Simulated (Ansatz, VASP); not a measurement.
## Two plane-wave programs on MnNbP2

```xyz
8
Lattice="3.5331 0.0000 0.0000 -1.7666 3.0598 0.0000 0.0000 0.0000 10.4370" Properties=species:S:1:pos:R:3 pbc="T T T"
Mn    0.0000    2.0399    7.8278
Mn    1.7666    1.0199    2.6093
Nb    0.0000    0.0000    5.2185
Nb    0.0000    0.0000    0.0000
P     0.0000    2.0399    3.7190
P     1.7666    1.0199    8.9375
P     1.7666    1.0199    6.7180
P     0.0000    2.0399    1.4995
```

Alike in both runs: functional PBE; k mesh 6 × 6 × 2; occupations gaussian, width 0.1 eV; collinear spin.

Ansatz relaxed the structure, and its values are those at the end. VASP's run is a single point on that final structure, the one shown.

|  | VASP | Ansatz |
| --- | --- | --- |
| version | VASP 6.6.1 | Ansatz 0.2.0 |
| potentials or method | VASP PAW PBE potentials, release 64 (Mn_pv, Nb_sv, P), cutoff 520 eV | scalar-relativistic, plane waves, PAW |
| valence electrons in the cell | 72 | 76 |

|  | VASP | Ansatz | Ansatz less VASP |
| --- | --- | --- | --- |
| gap on the k mesh at the Fermi level (eV) | none | none | - |
| pressure (GPa) | -0.3 | 0.0 | +0.25 |
| rms of the force components (eV/Å) | 0.005 | 0.001 | -0.0037 |
| net moment per atom (μB) | 0.06 | 0.06 | 0.000 |
| size of the moment on the site where the two differ most (μB) | 0.26 | 0.24 | -0.014 |

Site moments also hang on the region over which each program counts them. A gap of «none» marks a metal or a gap that the smearing closes. With one functional, cell and mesh, what is left measures potentials, basis and numerics. VASP's potentials hold 72 valence electrons a cell and Ansatz's 76, so a difference there can come from the potentials and not from the codes. Ansatz's warnings: seeded moment not kept.
